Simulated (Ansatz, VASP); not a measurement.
# CoW3 in VASP and in Ansatz

```
CELL_PARAMETERS angstrom
3.85824 0.00000 0.00000
0.00000 3.85824 0.00000
0.00000 0.00000 7.71649
ATOMIC_POSITIONS crystal
Co 0.00000 0.00000 0.50000
Co 0.00000 0.00000 0.00000
W 0.00000 0.50000 0.25000
W 0.00000 0.50000 0.75000
W 0.50000 0.00000 0.25000
W 0.50000 0.00000 0.75000
W 0.50000 0.50000 0.50000
W 0.50000 0.50000 0.00000
```

Alike in both runs: task single point; functional PBEsol; k mesh 12 × 12 × 6; occupations gaussian, width 0.15 eV; no spin polarisation.

|  | VASP | Ansatz |
| --- | --- | --- |
| version | VASP 6.6.1 | Ansatz 0.2.0 |
| potentials or method | VASP PAW PBE potentials, release 64 (Co, W_sv), cutoff 520 eV | scalar-relativistic, plane waves, PAW |
| valence electrons in the cell | 102 | 118 |

Ansatz gave:

```
gap on the k mesh at the Fermi level (eV) : none
pressure (GPa)                            : 0.0
```

**Question.** What did VASP give for the same quantities?

**Answer.** gap on the k mesh at the Fermi level (eV): none; pressure (GPa): 0.7.

VASP's potentials were made for PBE, not for PBEsol. A gap of «none» marks a metal or a gap that the smearing closes. With one functional, cell and mesh, what is left measures potentials, basis and numerics. VASP's potentials hold 102 valence electrons a cell and Ansatz's 118, so a difference there can come from the potentials and not from the codes.

Neither program's run includes spin-orbit coupling.
